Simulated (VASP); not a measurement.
## Ni: single point with LDA

Crystal: Ni.

```
Ni
1.0
     0.00000    1.75840    1.75840
     1.75840    0.00000    1.75840
     1.75840    1.75840    0.00000
Ni
1
Direct
  0.00000 0.00000 0.00000
```

- Program: VASP 6.6.1
- Task: single point
- Functional: LDA
- Potentials or basis: VASP PAW LDA potentials, release 64 (Ni)
- Cutoff: 520 eV
- k mesh: 12 × 12 × 12
- Occupations: gaussian, width 0.1 eV
- Spin: collinear spin, ferromagnetic start
- Starting moments: [0.2] μB
- Dipole correction: no
- Further INCAR settings: ALGO = Normal; EDIFF = 1e-06; NBANDS = 15

```json
{
 "Pressure": "-17.0 GPa",
 "Net moment": "0.57 μB per cell",
 "Site moments": "Ni +0.58 μB",
 "Valence electrons inside the program's atomic spheres": "Ni 9.32"
}
```

Levels at points of the mesh, in eV from the Fermi level:
Spin up:
```
           k point  band 2  band 3  band 4  band 5  band 6  band 7  band 8  band 9
(0.00, 0.00, 0.00)   -2.33   -2.33   -2.33   -1.17   -1.17   23.81   27.56   27.56
(0.50, 0.00, 0.00)   -2.33   -2.33   -0.48   -0.48   -0.24    5.74   22.33   24.58
(0.50, 0.50, 0.00)   -4.11   -0.45   -0.33   -0.33    2.47    9.30   14.79   14.79
```
Spin down:
```
           k point  band 2  band 3  band 4  band 5  band 6  band 7  band 8  band 9
(0.00, 0.00, 0.00)   -1.73   -1.73   -1.73   -0.63   -0.63   23.78   27.60   27.60
(0.50, 0.00, 0.00)   -1.80   -1.80   -0.22    0.14    0.14    6.10   22.29   24.69
(0.50, 0.50, 0.00)   -3.61    0.11    0.34    0.34    2.51    9.56   14.85   14.85
```

Wall time 37 s on 1 thread of Intel Xeon 8259CL, with other jobs on the host, peak memory 0.13 GiB.

Caveat: the cell stands under tension.
